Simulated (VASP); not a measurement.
## Cu: single point with PBE

Cu:

```
CELL_PARAMETERS angstrom
-0.04519 1.80750 1.80750
1.76231 0.00000 1.76231
1.80750 1.80750 -0.04519
ATOMIC_POSITIONS crystal
Cu 0.00000 0.00000 0.00000
```

This cell differs from its parent crystal: strain -0.0500 x Voigt [0, 0, 0, 0, 1, 0].

```yaml
Program: VASP 6.6.1
Task: single point
Functional: PBE
Potentials_or_basis: VASP PAW PBE potentials, release 64 (Cu)
Cutoff: 520 eV
k_mesh: 22 × 22 × 22
Occupations: gaussian, width 0.15 eV
Spin: no spin polarisation
Dipole_correction: no
Further_INCAR_settings: ALGO = Fast; EDIFF = 1e-07; NBANDS = 12
```

```
Pressure : 2.8 GPa
```

Stress tensor (GPa, compression positive):
```
2.95 0.00 4.42
0.00 2.40 0.00
4.42 0.00 2.95
```

Levels at points of the mesh, in eV from the Fermi level:
```
           k point  band 3  band 4  band 5  band 6  band 7  band 8  band 9  band 10
(0.00, 0.00, 0.00)   -3.08   -2.91   -2.21   -2.20   22.28   24.03   25.58    26.50
(0.50, 0.00, 0.00)   -2.94   -1.72   -1.62   -1.24    3.41   21.17   22.55    23.01
(0.00, 0.50, 0.00)   -2.98   -1.68   -1.58   -0.78    4.10   20.55   21.21    22.10
(0.50, 0.50, 0.00)   -1.69   -1.51   -1.48    1.50    7.13   13.09   13.09    17.58
(0.50, 0.00, 0.50)   -1.66   -1.51   -1.50    1.48    7.10   11.92   14.30    17.21
```

Run time: 2.3 min on 1 thread of AMD EPYC 9R45 96-Core Processor (Zen 5), with other jobs on the host, peak memory 0.27 GiB.

Caveat: the cell differs from its parent crystal (strain -0.0500 x Voigt [0, 0, 0, 0, 1, 0]).
